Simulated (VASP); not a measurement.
Input of a VASP 6.6.1 run:

Contents of INCAR:

```
SYSTEM = NaTa6
  PREC = Accurate
  ENCUT = 520
  EDIFF = 1E-6
  ISMEAR = 0
  SIGMA = 0.1
  LREAL = .FALSE.
  LASPH = .TRUE.
  NELM = 60
  ALGO = Normal
  ISIF = 2
  LWAVE = .FALSE.
  LCHARG = .TRUE.
  LDIPOL = .TRUE.
  IDIPOL = 3
  DIPOL = 0.5 0.5 0.347
  GGA = PS
  LELF = .TRUE.
  LVHAR = .TRUE.
  LVACPOTAV = .TRUE.
  NBANDS = 46
```

KPOINTS

```
Automatic mesh
0
G
  6 6 1
  0 0 0
```

Contents of POSCAR:

```
NaTa6
1.0
    4.6392671641      0.0000000000      0.0000000000
   -2.3196335821      4.0177232191      0.0000000000
    0.0000000000      0.0000000000     19.9438808552
Ta Na
6 1
Direct
    0.6666666667      0.3333333333      0.2005627706
    0.3333333333      0.6666666667      0.2480453268
    0.0000000000      0.0000000000      0.2955278831
    0.6666666667      0.3333333333      0.3400187737
    0.3333333333      0.6666666667      0.3814681521
    0.0000000000      0.0000000000      0.4233820346
    0.4444444444      0.1111111111      0.5376657068
```

Potentials or basis: VASP PAW PBE potentials, release 64 (Ta_pv, Na_pv).

Command:

```bash
$ cat potpaw_PBE.64/Ta_pv/POTCAR potpaw_PBE.64/Na_pv/POTCAR > POTCAR
$ mpirun -np 1 vasp_std > vasp.out
```

(1) Estimate the band gap on the k mesh.

(2) Predict the largest force.

## Answers

(1) zero (an odd number of electrons rules out a gap without spin polarisation).

(2) 1.834 eV/Å.

Caveat: the PAW data sets were made with another functional, which shifts forces and pressure a little; spin-orbit coupling is left out, which moves the levels of the heavy elements.
